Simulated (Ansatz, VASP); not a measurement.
# MnAs in VASP and in Ansatz

```xyz
4
Lattice="-1.9282 1.9282 4.8803 1.9282 -1.9282 4.8803 1.9282 1.9282 -4.8803" Properties=species:S:1:pos:R:3 pbc="T T T"
Mn    0.0000    0.0000    4.8803
Mn    0.0000    0.0000    0.0000
As    0.0000    0.0000    7.3205
As    0.0000    0.0000    2.4402
```

Alike in both runs: functional PBE; k mesh 6 × 6 × 6; occupations gaussian, width 0.2 eV; collinear spin.

Ansatz relaxed the structure, and its values are those at the end. VASP's run is a single point on that final structure, the one shown.

|  | VASP | Ansatz |
| --- | --- | --- |
| version | VASP 6.6.1 | Ansatz 0.2.0 |
| potentials or method | VASP PAW PBE potentials, release 64 (Mn_pv, As), cutoff 520 eV | scalar-relativistic, plane waves, PAW |
| valence electrons in the cell | 36 | 60 |

Ansatz gave:

- gap on the k mesh at the Fermi level (eV): none
- pressure (GPa): 0.0
- net moment per atom (μB): 1.70
- size of the moment on the site where the two differ most (μB): 3.16

Problem. Which values does VASP return?

Solution. gap on the k mesh at the Fermi level (eV): none; pressure (GPa): 0.2; net moment per atom (μB): 1.71; size of the moment on the site where the two differ most (μB): 3.27.

Site moments also hang on the region over which each program counts them. A gap of «none» marks a metal or a gap that the smearing closes. VASP's potentials hold 36 valence electrons a cell and Ansatz's 60, so a difference there can come from the potentials and not from the codes.

The k mesh is coarse, so the values compare programs but aren't converged.
